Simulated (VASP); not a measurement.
# GdO (F-43m) in VASP: a series of runs, part 2 of 2

VASP 6.6.1. The steps go on from the part before.

### 3 Single point, PBEsol+U, collinear spin, ferromagnetic start

POSCAR

```
GdO
1.0
    0.0000000000      2.7000000000      2.7000000000
    2.7000000000      0.0000000000      2.7000000000
    2.7000000000      2.7000000000      0.0000000000
Gd O
1 1
Direct
    0.0000000000      0.0000000000      0.0000000000
    0.7500000000      0.7500000000      0.7500000000
```

INCAR.step1

```
PREC = Accurate
ENCUT = 520
EDIFF = 1E-7
ISMEAR = -1
SIGMA = 0.05
LREAL = F
LASPH = T
NELM = 150
ALGO = Normal
ISIF = 2
LWAVE = F
LCHARG = T
ISPIN = 2
MAGMOM = 7 0
LMAXMIX = 6
LDAU = T
LDAUTYPE = 2
LDAUL = 3 -1
LDAUU = 5 0
LDAUJ = 0 0
LDAUPRINT = 1
GGA = PS
NBANDS = 23
```

KPOINTS.step1

```
Automatic mesh
0
Gamma
  9 9 9
```

INCAR.step2

```
PREC = Accurate
ENCUT = 520
EDIFF = 1E-7
ISMEAR = -5
SIGMA = 0.05
LREAL = F
LASPH = T
NELM = 150
ALGO = Normal
ISIF = 2
LWAVE = F
LCHARG = F
ISPIN = 2
MAGMOM = 7 0
LORBIT = 10
LMAXMIX = 6
LDAU = T
LDAUTYPE = 2
LDAUL = 3 -1
LDAUU = 5 0
LDAUJ = 0 0
LDAUPRINT = 1
GGA = PS
NEDOS = 1001
ICHARG = 11
```

KPOINTS.step2

```
Automatic mesh
0
Gamma
  14 14 14
```

Potentials or basis: VASP PAW PBE potentials, release 64 (Gd, O).

On the command line:

```sh
cat potpaw_PBE.64/Gd/POTCAR potpaw_PBE.64/O/POTCAR > POTCAR
cp INCAR.step1 INCAR
cp KPOINTS.step1 KPOINTS
mpirun -np 1 vasp_std > vasp.out
cp INCAR.step2 INCAR
cp KPOINTS.step2 KPOINTS
mpirun -np 1 vasp_std > vasp.out
```

OUTCAR:

```text
PREC = Accurate
   ENCUT = 520
   EDIFF = 1E-7
   ISMEAR = -5
   LREAL = F
   LASPH = T
   NELM = 150
   ISIF = 2
   ISPIN = 2
   LORBIT = 10
   GGA = PS
   ICHARG = 11

 ion  position               nearest neighbor table
   1  0.000  0.000  0.000-   2 2.34   2 2.34   2 2.34   2 2.34
   2  0.750  0.750  0.750-   1 2.34   1 2.34   1 2.34   1 2.34

  LATTYP: Found a face centered cubic cell.
 ALAT       =     5.4000000000

  Lattice vectors:

 A1 = (   0.0000000000,   2.7000000000,   2.7000000000)
 A2 = (   2.7000000000,   0.0000000000,   2.7000000000)
 A3 = (   2.7000000000,   2.7000000000,   0.0000000000)

Analysis of symmetry for initial positions (statically):
=====================================================================
 Subroutine PRICEL returns:
 Original cell was already a primitive cell.

 Routine SETGRP: Setting up the symmetry group for a
 face centered cubic supercell.

 Subroutine GETGRP returns: Found 24 space group operations
[... 1339 lines left out ...]
     19       9.1389      0.00000
     20      10.0784      0.00000

 [... further k-points ...]

------------------------ aborting loop because EDIFF is reached ----------------------------------------

  FORCE on cell =-STRESS in cart. coord.  units (eV):
  Direction    XX          YY          ZZ          XY          YZ          ZX
  --------------------------------------------------------------------------------------
  -------------------------------------------------------------------------------------
  Total       -0.9872217     -0.9872217     -0.9872217      0.0000000      0.0000000      0.0000000
  in kB      -40.1794490    -40.1794490    -40.1794490      0.0000000      0.0000000      0.0000000
  external PRESSURE =     -40.1794490 kB  Pullay stress =       0.0000000 kB

 VOLUME and BASIS-vectors are now :
 -----------------------------------------------------------------------------
  energy-cutoff  :      520.00
  volume of cell :       39.37
      direct lattice vectors                 reciprocal lattice vectors
     0.000000000  2.700000000  2.700000000    -0.185185185  0.185185185  0.185185185
     2.700000000  0.000000000  2.700000000     0.185185185 -0.185185185  0.185185185
     2.700000000  2.700000000  0.000000000     0.185185185  0.185185185 -0.185185185

 POSITION                                       TOTAL-FORCE (eV/Angst)
 -----------------------------------------------------------------------------------
      0.00000      0.00000      0.00000        -0.000000     -0.000000     -0.000000
      4.05000      4.05000      4.05000         0.000000      0.000000      0.000000
 -----------------------------------------------------------------------------------
    total drift:                               -0.000000     -0.000000     -0.000000

  FREE ENERGIE OF THE ION-ELECTRON SYSTEM (eV)
  ---------------------------------------------------
  free  energy   TOTEN  =       -22.3594004703 eV

  energy  without entropy=      -22.3594004703  energy(sigma->0) =      -22.35940047

 total charge

# of ion       s       p       d       f       tot
--------------------------------------------------
    1        2.033   5.622   0.515   6.973  15.143
    2        1.563   3.415   0.000   0.000   4.978
--------------------------------------------------
tot          3.596   9.037   0.515   6.973  20.121

 magnetization (x)

# of ion       s       p       d       f       tot
--------------------------------------------------
    1        0.007  -0.048   0.208   6.907   7.074
    2        0.004  -0.008   0.000   0.000  -0.003
--------------------------------------------------
tot          0.011  -0.055   0.208   6.907   7.071
```

OUTCAR.step1:

```text
PREC = Accurate
   ENCUT = 520
   EDIFF = 1E-7
   ISMEAR = -1
   LREAL = F
[... 1535 lines left out ...]
      0.00000      0.00000      0.00000        -0.000000     -0.000000     -0.000000
      4.05000      4.05000      4.05000         0.000000      0.000000      0.000000
 -----------------------------------------------------------------------------------
    total drift:                               -0.000000     -0.000000     -0.000000

  FREE ENERGIE OF THE ION-ELECTRON SYSTEM (eV)
  ---------------------------------------------------
  free  energy   TOTEN  =       -22.3621049220 eV

  energy  without entropy=      -22.3561593947  energy(sigma->0) =      -22.35913216
```

Run time: 1.7 min. Hardware: 1 thread of Intel Xeon Platinum 8559C (Emerald Rapids), shared host; peak memory 0.28 GiB.

What came out:

| Item | Value |
| --- | --- |
| Net moment | 7.91 μB per cell |
| Site moments | Gd +7.07; O -0.00 μB |
| Valence electrons inside the program's atomic spheres | Gd 15.14; O 4.98 |

Levels at points of the mesh, in eV from the Fermi level:
Spin up:
```tsv
k point	band 12	band 13	band 14	band 15	band 16	band 17	band 18	band 19	band 20
(0.00, 0.00, 0.00)	-7.83	-5.62	-5.62	-5.62	-2.45	2.37	2.37	4.34	4.34
(0.50, 0.00, 0.00)	-7.82	-5.42	-5.22	-5.22	0.08	2.25	2.25	2.75	4.40
(0.50, 0.50, 0.00)	-7.84	-6.22	-4.48	-4.48	-1.00	0.86	3.93	4.41	4.41
```
Spin down:
| k point | band 6 | band 7 | band 8 | band 9 | band 10 | band 11 |
| --- | --- | --- | --- | --- | --- | --- |
| (0.00, 0.00, 0.00) | -5.49 | -5.49 | -5.49 | -1.12 | 2.26 | 2.26 |
| (0.50, 0.00, 0.00) | -5.09 | -5.09 | -5.07 | 1.25 | 2.01 | 2.21 |
| (0.50, 0.50, 0.00) | -6.03 | -4.38 | -4.38 | 0.88 | 1.30 | 2.29 |

Eigenvalues of the final occupation matrices:
| site | spin | trace | eigenvalues |
| --- | --- | --- | --- |
| site 1 f | 1 | 6.95 | 0.99 0.99 0.99 0.99 0.99 0.99 1.00 |
| site 1 f | 2 | 0.03 | 0.00 0.00 0.00 0.00 0.00 0.00 0.01 |

Caveat: the PAW data sets were made with another functional, which shifts forces and pressure a little; spin-orbit coupling is left out, which moves the levels of the heavy elements; a cell with one magnetic atom can't hold antiferromagnetic order, which such compounds often take; tetrahedron occupations give inexact forces and stress in metals. The state reached can hang on the start; a lower one may exist.
